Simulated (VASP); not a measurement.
A run of VASP 6.6.1 is set up as follows.

The input INCAR:

```
ALGO     = All            # electronic algorithm
EDIFF    = 1E-6           # SCF threshold, eV
ENCUT    = 550            # plane-wave cutoff, eV
GGA_COMPAT= F            
ISEARCH  = 1            
ISIF     = 2              # what is computed and relaxed
ISMEAR   = 0              # smearing method
KPAR     = 4            
LASPH    = T              # aspherical terms in the spheres
LCHARG   = F              # write CHGCAR
LREAL    = F              # projectors in reciprocal space
LWAVE    = F              # write WAVECAR
NBANDS   = 31             # bands
NELM     = 300            # most SCF steps
PREC     = Accurate       # precision mode
SIGMA    = 0.15           # smearing width, eV
```

The input KPOINTS:

```
k-points
0
Gamma
  10 8 8
```

File POSCAR:

```
TiAl3
1.0
   -3.9105245017      0.0000000000      0.0000000000
    0.0000000000      3.9105245017      3.9105245017
    0.0000000000      3.9105245017     -3.9105245017
Ti Al
2 6
Direct
    0.0000000000      0.4899501972      0.4899501972
    0.0000000000      0.0100498028      0.0100498028
    0.5000000000      0.7407940738      0.7592059262
    0.5000000000      0.2592059262      0.2407940738
    0.5000000000      0.7407940738      0.2407940738
    0.5000000000      0.2592059262      0.7592059262
    0.0000000000      0.5067670287     -0.0067670287
    0.0000000000     -0.0067670287      0.5067670287
```

Potentials or basis: VASP PAW LDA potentials, release 64 (Ti_sv, Al).

Run with:

```sh
$ cat potpaw_LDA.64/Ti_sv/POTCAR potpaw_LDA.64/Al/POTCAR > POTCAR
$ mpirun -np 4 vasp_std > vasp.out
```

(1) Predict the band gap on the k mesh.

(2) Estimate the largest force.

(3) What does it give for the pressure?

Answers

(1) zero (bands 21 and 22 overlap by 0.84 eV).

(2) 0.704 eV/Å.

(3) 0.8 GPa.

Caveat: the cell differs from its parent crystal (atoms displaced along several vibrational modes).
